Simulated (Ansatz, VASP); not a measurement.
Two plane-wave programs on MgZn2TeS2

```
Mg Zn Te S
1.0
     5.29931    0.00000    0.00000
     0.00000    5.29931    0.00000
     0.00000    0.00000    5.39587
Mg Zn Te S
1 2 1 2
Direct
  0.00000 0.00000 0.50000
  0.50000 0.50000 0.74224
  0.50000 0.50000 0.25776
  0.00000 0.00000 0.00000
  0.50000 0.00000 0.00000
  0.00000 0.50000 0.00000
```

Change from the starting cell: species swapped into the CeSi2Mo2C type (P4/mmm, No. 123).

Alike in both runs: functional PBE; k mesh 8 × 8 × 8; occupations gaussian, width 0.1 eV; no spin polarisation.

Ansatz relaxed the structure, and its values are those at the end. VASP's run is a single point on that final structure, the one shown.

```csv
,VASP,Ansatz
version,VASP 6.6.1,Ansatz 0.2.0
potentials or method,"VASP PAW PBE potentials, release 64 (Mg, Zn, Te, S), cutoff 520 eV","scalar-relativistic, plane waves, PAW"
valence electrons in the cell,44,62
```

```csv
,VASP,Ansatz,Ansatz less VASP
gap on the k mesh at the Fermi level (eV),none,none,-
pressure (GPa),0.0,0.0,+0.01
```

A gap of «none» marks a metal or a gap that the smearing closes. The functional is the same, so the differences come from potentials, cutoffs and numerics. VASP's potentials hold 44 valence electrons a cell and Ansatz's 62, so a difference there can come from the potentials and not from the codes.

Spin-orbit coupling is off throughout.
